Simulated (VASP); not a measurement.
Input of a VASP 6.6.1 run:

File INCAR:

```
SYSTEM = TaN
PREC = Accurate
ENCUT = 520
EDIFF = 1E-6
ISMEAR = 0
SIGMA = 0.15
LREAL = .FALSE.
LASPH = .TRUE.
NELM = 100
ALGO = Normal
ISIF = 2
LWAVE = .FALSE.
LCHARG = .FALSE.
GGA = PS
NBANDS = 15
```

File KPOINTS:

```
regular mesh
0
G
  18 18 16
  0 0 0
```

Contents of POSCAR:

```
TaN
1.0
    3.0702000000      0.0000000000      0.0000000000
   -1.5351000000      2.6588711947      0.0000000000
    0.0000000000      0.0000000000      2.7272000000
Ta N
1 1
Direct
    0.3333333333      0.6666666667      0.5000000000
    0.0000000000      0.0000000000      0.0000000000
```

Potentials or basis: VASP PAW PBE potentials, release 64 (Ta_pv, N).

Command:

```bash
$ cat potpaw_PBE.64/Ta_pv/POTCAR potpaw_PBE.64/N/POTCAR > POTCAR
$ mpirun -np 1 vasp_std > vasp.out
```

Q: What does it give for the band gap on the k mesh?

A: Zero (band 8 reaches 8.03 eV, above the bottom of band 9 at 7.73 eV).

Q: Estimate the pressure.

A: -9.7 GPa.

Stress tensor (GPa, compression positive):
```
-30.04   0.00   0.00
  0.00 -30.04   0.00
  0.00   0.00  30.94
```

Caveat: the PAW data sets were made with another functional, which shifts forces and pressure a little; spin-orbit coupling is left out, which moves the levels of the heavy elements.
